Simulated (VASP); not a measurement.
# Te2Mo in VASP: notebook, part 2 of 2

VASP 6.6.1.

## 4. Single point, LDA (strain +0.000 along x and y, -0.040 along z)

INCAR reads:

```
SYSTEM = Te2Mo
PREC = Accurate
ENCUT = 520
EDIFF = 1E-7
ISMEAR = 0
SIGMA = 0.05
LREAL = .False.
LASPH = .True.
NELM = 80
ALGO = Normal
ISIF = 2
LWAVE = .False.
LCHARG = .False.
GGA = CA
NBANDS = 20
```

KPOINTS reads:

```
regular mesh
0
Gamma
  12 12 2
  0 0 0
```

POSCAR reads:

```
Te2Mo
1.0
    3.5602328140      0.0000000000      0.0000000000
   -1.7801164070      3.0832520603      0.0000000000
    0.0000000000      0.0000000000     16.8230955072
Te Mo
2 1
Direct
    0.3333333333      0.6666666667      0.8978554500
    0.3333333333      0.6666666667      0.1021445500
    0.0000000000      0.0000000000      0.0000000000
```

Potentials or basis: VASP PAW LDA potentials, release 64 (Te, Mo_sv).

Run with:

```bash
$ cat potpaw_LDA.64/Te/POTCAR potpaw_LDA.64/Mo_sv/POTCAR > POTCAR
$ mpirun -np 1 vasp_std > vasp.out
```

OUTCAR:

```text
SYSTEM = Te2Mo
   PREC = Accurate
   ENCUT = 520
   EDIFF = 1E-7
   ISMEAR = 0
   LREAL = .False.
   LASPH = .True.
   NELM = 80
   ISIF = 2
   GGA = CA

 ion  position               nearest neighbor table
   1  0.333  0.667  0.898-   3 2.68   3 2.68   3 2.68   2 3.44
   2  0.333  0.667  0.102-   3 2.68   3 2.68   3 2.68   1 3.44
   3  0.000  0.000  0.000-   1 2.68   2 2.68   1 2.68   2 2.68   1 2.68   2 2.68

  LATTYP: Found a hexagonal cell.
 ALAT       =     3.5602328140
 C/A-ratio  =     4.7252796056

  Lattice vectors:

 A1 = (   3.5602328140,   0.0000000000,   0.0000000000)
 A2 = (  -1.7801164070,   3.0832520603,   0.0000000000)
 A3 = (   0.0000000000,   0.0000000000,  16.8230955072)

Analysis of symmetry for initial positions (statically):
=====================================================================
 Subroutine PRICEL returns:
 Original cell was already a primitive cell.

 Routine SETGRP: Setting up the symmetry group for a
 hexagonal supercell.

 Subroutine GETGRP returns: Found 12 space group operations
 (whereof 12 operations were pure point group operations)
 out of a pool of 24 trial point group operations.

The static configuration has the point symmetry D_3h.

Analysis of symmetry for dynamics (positions and initial velocities):
=====================================================================
 Subroutine PRICEL returns:
 Original cell was already a primitive cell.

 Routine SETGRP: Setting up the symmetry group for a
 hexagonal supercell.

 Subroutine GETGRP returns: Found 12 space group operations
 (whereof 12 operations were pure point group operations)
 out of a pool of 24 trial point group operations.

The dynamic configuration has the point symmetry D_3h.

 Subroutine INISYM returns: Found 12 space group operations
 (whereof 12 operations are pure point group operations),
 and found     1 'primitive' translations

----------------------------------------------------------------------------------------

                                     Primitive cell

  volume of cell :     184.6687

  direct lattice vectors                    reciprocal lattice vectors
     3.560232814  0.000000000  0.000000000     0.280880508  0.162166437  0.000000000
    -1.780116407  3.083252060  0.000000000     0.000000000  0.324332873  0.000000000
     0.000000000  0.000000000 16.823095507     0.000000000  0.000000000  0.059442093

  length of vectors
     3.560232814  3.560232814 16.823095507     0.324332873  0.324332873  0.059442093

  position of ions in fractional coordinates (direct lattice)
     0.333333333  0.666666667  0.897855450
     0.333333333  0.666666667  0.102144550
     0.000000000  0.000000000  0.000000000

  ion indices of the primitive-cell ions
   primitive index   ion index
                 1           1
                 2           2
                 3           3

----------------------------------------------------------------------------------------

 KPOINTS: regular mesh

Automatic generation of k-mesh.
 Grid dimensions read from file:
 generate k-points for:   12   12    2

 Generating k-lattice:

  Cartesian coordinates                     Fractional coordinates (reciprocal lattice)
     0.023406709  0.013513870  0.000000000     0.083333333  0.000000000  0.000000000
     0.000000000  0.027027739  0.000000000     0.000000000  0.083333333  0.000000000
     0.000000000  0.000000000  0.029721046     0.000000000  0.000000000  0.500000000

  Length of vectors
     0.027027739  0.027027739  0.029721046

  Shift w.r.t. Gamma in fractional coordinates (k-lattice)
     0.000000000  0.000000000  0.000000000

 Subroutine IBZKPT returns following result:
 ===========================================

 Found     38 irreducible k-points:

 Following reciprocal coordinates:
            Coordinates               Weight
  0.000000  0.000000  0.000000      1.000000
  0.083333  0.000000  0.000000      6.000000
  0.166667  0.000000  0.000000      6.000000
  0.250000  0.000000  0.000000      6.000000
  0.333333  0.000000  0.000000      6.000000
  0.416667  0.000000  0.000000      6.000000
[... 16 lines left out ...]
  0.250000  0.000000  0.500000      6.000000
  0.333333  0.000000  0.500000      6.000000
 [... further k-points ...]
   k-points           NKPTS =     38   k-points in BZ     NKDIM =     38   number of bands    NBANDS=     20
   number of dos      NEDOS =    301   number of ions     NIONS =      3
   total plane-waves  NPLWV =  98784
   dimension x,y,z NGX =    28 NGY =   28 NGZ =  126
   dimension x,y,z NGXF=    56 NGYF=   56 NGZF=  252
   ions per type =               2   1
   NGX,Y,Z   is equivalent  to a cutoff of  13.07, 13.07, 12.45 a.u.
   NGXF,Y,Z  is equivalent  to a cutoff of  26.15, 26.15, 24.90 a.u.
 SYSTEM =  Te2Mo
   PREC   = accura    normal or accurate (medium, high low for compatibility)
   ISTART =      0    job   : 0-new  1-cont  2-samecut
   ICHARG =      2    charge: 1-file 2-atom 10-const
   ISPIN  =      1    spin polarized calculation?
   LNONCOLLINEAR =      F non collinear calculations
   LSORBIT =      F    spin-orbit coupling
   LASPH  =      T    aspherical Exc in radial PAW
   ENCUT  =  520.0 eV  38.22 Ry    6.18 a.u.   6.62  6.62 31.28*2*pi/ulx,y,z
   NELM   =     80;   NELMIN=  2; NELMDL= -5     # of ELM steps
   EDIFF  = 0.1E-06   stopping-criterion for ELM
   LREAL  =      F    real-space projection
   EDIFFG = 0.1E-05   stopping-criterion for IOM
   NSW    =      0    number of steps for IOM
   IBRION =     -1    ionic relax: 0-MD 1-quasi-New 2-CG
   NFREE  =      0    steps in history (QN), initial steepest desc. (CG)
   ISIF   =      2    stress and relaxation
   ISYM   =      2    0-nonsym 1-usesym 2-fastsym
   POTIM  = 0.5000    time-step for ionic-motion
   TEBEG  =    0.0;   TEEND  =   0.0 temperature during run
   PSTRESS=    0.0 pullay stress
   NELECT =      26.0000    total number of electrons
   NUPDOWN=      -1.0000    fix difference up-down
   EMIN   =  10.00;   EMAX   =-10.00  energy-range for DOS
   EFERMI =   0.00;   METHOD = LEGACY
   ISMEAR =     0;   SIGMA  =   0.05  broadening in eV -4-tet -1-fermi 0-gaus
   EFERMI_NEDOS =   21; number of points for ismear=-14 and -15
   IALGO  =     38    algorithm
   IMIX   =      4    mixing-type and parameters
     AMIX     =   0.40;   BMIX     =  1.00
     AMIX_MAG =   1.60;   BMIX_MAG =  1.00
  volume/ion in A,a.u.               =      61.56       415.40
  Fermi-wavevector in a.u.,A,eV,Ry     =   0.851664  1.609411  9.868730  0.725331
  Thomas-Fermi vector in A             =   1.967832
   LORBIT       =      0    0 simple, 1 ext, 2 COOP (PROOUT), +10 PAW based schemes
   GGA     = CA    functional components
   LHFCALC =     F    Hartree Fock is set to
   AEXX    =    0.0000 exact exchange contribution
   IVDW    =     0    specifies the selected vdW correction
   LEPSILON=     F    determine dielectric tensor
   LRPA    =     F    only Hartree local field effects (RPA)
 non-spin polarized calculation
 Gauss-broadening in eV      SIGMA  =   0.05
  energy-cutoff  :      520.00
  volume of cell :      184.67
 maximum number of plane-waves:      5031
 NGX is ok and might be reduce to    28
   NGX = 13   NGY = 13   NGZ = 63

 number of electron      26.0000000 magnetization

 Free energy of the ion-electron system (eV)
  ---------------------------------------------------
  ext. energy  EPLUGINS =         0.00000000
  ---------------------------------------------------
  free energy    TOTEN  =       -20.39159883 eV

  energy without entropy =      -20.39159883  energy(sigma->0) =      -20.39159883

 E-fermi :   0.2452     XC(G=0):  -4.9687

 val. band max:       -0.0681860308   @ k =   0.3333   0.3333   0.0000
 cond. band min:       0.8890247835   @ k =   0.3333   0.3333   0.0000
 fundamental gap:      0.9572108142
 Fermi energy:         0.2451772223

 k-point     1 :       0.0000    0.0000    0.0000
  band No.  band energies     occupation
      1     -60.2502      2.00000
      2     -34.5944      2.00000
      3     -34.5159      2.00000
      4     -34.5159      2.00000
      5     -12.6968      2.00000
      6     -11.5013      2.00000
[... 12 lines left out ...]
     19       5.0527      0.00000
[... 513 lines left out ...]
      4     -34.5373      2.00000
      5     -11.4214      2.00000
      6     -10.7071      2.00000
[... 12 lines left out ...]
     19       6.1809      0.00000
     20       6.2110      0.00000

 [... further k-points ...]

------------------------ aborting loop because EDIFF is reached ----------------------------------------

  FORCE on cell =-STRESS in cart. coord.  units (eV):
  Direction    XX          YY          ZZ          XY          YZ          ZX
  --------------------------------------------------------------------------------------
  -------------------------------------------------------------------------------------
  Total       -1.0011705     -1.0011705      2.3761861     -0.0000000      0.0000000     -0.0000000
  in kB       -8.6861096     -8.6861096     20.6156810     -0.0000000      0.0000000     -0.0000000
  external PRESSURE =       1.0811540 kB  Pullay stress =       0.0000000 kB

 VOLUME and BASIS-vectors are now :
 -----------------------------------------------------------------------------
  energy-cutoff  :      520.00
  volume of cell :      184.67
      direct lattice vectors                 reciprocal lattice vectors
     3.560232814  0.000000000  0.000000000     0.280880508  0.162166437  0.000000000
    -1.780116407  3.083252060  0.000000000     0.000000000  0.324332873  0.000000000
     0.000000000  0.000000000 16.823095507     0.000000000  0.000000000  0.059442093

 POSITION                                       TOTAL-FORCE (eV/Angst)
 -----------------------------------------------------------------------------------
     -0.00000      2.05550     15.10471        -0.000000      0.000000     -0.695235
     -0.00000      2.05550      1.71839        -0.000000     -0.000000      0.695235
      0.00000      0.00000      0.00000         0.000000      0.000000     -0.000000
 -----------------------------------------------------------------------------------
    total drift:                                0.000000     -0.000000     -0.000000

  FREE ENERGIE OF THE ION-ELECTRON SYSTEM (eV)
  ---------------------------------------------------
  free  energy   TOTEN  =       -20.3915988303 eV

  energy  without entropy=      -20.3915988303  energy(sigma->0) =      -20.39159883
```

OSZICAR:

```text
N       E                     dE             d eps       ncg     rms          rms(c)
DAV:   1     0.134111894402E+03    0.13411E+03   -0.11536E+04  2016   0.104E+03
DAV:   2    -0.124347600627E+02   -0.14655E+03   -0.14239E+03  1980   0.231E+02
DAV:   3    -0.208734735198E+02   -0.84387E+01   -0.83567E+01  2004   0.456E+01
[... 14 lines left out ...]
DAV:  18    -0.203915926496E+02   -0.40094E-04   -0.16362E-06  1644   0.301E-03    0.183E-03
DAV:  19    -0.203915962352E+02   -0.35856E-05   -0.83265E-08  1568   0.120E-03    0.449E-04
DAV:  20    -0.203915986152E+02   -0.23799E-05   -0.10480E-07  1304   0.816E-04    0.512E-04
DAV:  21    -0.203915987672E+02   -0.15206E-06   -0.33911E-09  1292   0.227E-04    0.307E-04
DAV:  22    -0.203915988303E+02   -0.63037E-07   -0.26944E-09  1156   0.210E-04
   1 F= -.20391599E+02 E0= -.20391599E+02  d E =-.342023E-20
```

It took 1.8 min on 1 thread of Intel Xeon 6975P-C (Granite Rapids), shared host; peak memory 0.33 GiB.

What came out:

| Property | Result |
| --- | --- |
| Free energy | -20.3916 eV |
| Largest force | 0.695 eV/Å |
| Band gap on the k mesh | 0.96 eV, direct |

Forces in eV/Å, atoms in the order of the input:
```
Te   0.000  0.000 -0.695
Te   0.000  0.000  0.695
Mo   0.000  0.000  0.000
```

Caveat: the cell differs from its parent crystal (strain +0.000 along x and y, -0.040 along z); spin-orbit coupling is left out, which moves the levels of the heavy elements.

## 5. Summary

```tsv
cell	gap on the mesh (eV)	largest force (eV/Å)
a = 3.845, b = 3.845, c = 18.225 Å, angles 90.0, 90.0, 120.0°, 3 atoms	0.70	2.04
a = 3.418, b = 3.418, c = 17.524 Å, angles 90.0, 90.0, 120.0°, 3 atoms	1.33	0.43
a = 3.560, b = 3.560, c = 16.823 Å, angles 90.0, 90.0, 120.0°, 3 atoms	0.96	0.70
```

Alike in all rows: task single point; level LDA; potentials or basis VASP PAW LDA potentials, release 64 (Te, Mo_sv); no spin polarisation; k mesh 12 × 12 × 2; cutoff (eV) 520; smearing gaussian 0.05 eV.

Caveats: spin-orbit coupling is left out, which moves the levels of the heavy elements.

Total energies depend on the potentials used, so only differences within one code and one set of settings carry meaning.
